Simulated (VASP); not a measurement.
**TaN: single point with PBE**

Crystal: TaN.

```
CELL_PARAMETERS angstrom
0.00000 4.41727 -4.41727
4.41727 4.41727 0.00000
4.41727 0.00000 -4.41727
ATOMIC_POSITIONS crystal
Ta 0.25000 0.75000 0.25000
Ta 0.25000 0.25000 0.25000
Ta 0.75000 0.75000 0.25000
Ta 0.75000 0.25000 0.25000
Ta 0.25000 0.75000 0.75000
Ta 0.25000 0.25000 0.75000
Ta 0.75000 0.75000 0.75000
Ta 0.75000 0.25000 0.75000
N 0.00000 0.00000 0.50000
N 0.00000 0.50000 0.50000
N 0.50000 0.00000 0.50000
N 0.50000 0.50000 0.50000
N 0.00000 0.00000 0.00000
N 0.00000 0.50000 0.00000
N 0.50000 0.00000 0.00000
N 0.50000 0.50000 0.00000
```

- Program: VASP 6.6.1
- Task: single point
- Functional: PBE
- Potentials or basis: VASP PAW PBE potentials, release 64 (Ta_pv, N)
- Cutoff: 600 eV
- k mesh: 1 × 1 × 1
- Occupations: gaussian, width 0.1 eV
- Spin: no spin polarisation

```
Pressure               : 0.4 GPa
Band gap on the k mesh : 1.54 eV
```

Levels at points of the mesh, in eV from the valence-band top:
| k point | band 61 | band 62 | band 63 | band 64 | band 65 | band 66 | band 67 | band 68 |
| --- | --- | --- | --- | --- | --- | --- | --- | --- |
| (0.00, 0.00, 0.00) | -2.18 | -2.18 | 0.00 | 0.00 | 1.54 | 1.78 | 1.78 | 1.78 |

Run time: 20 s on 1 thread of AMD EPYC 9R45 96-Core Processor (Zen 5) (shared host), peak memory 0.29 GiB.

Caveat: the k points lie up to 1.23 Å⁻¹ apart; spin-orbit coupling is left out, which moves the levels of the heavy elements. Expect the measured gap to be larger: semilocal functionals such as PBE lack the derivative discontinuity.
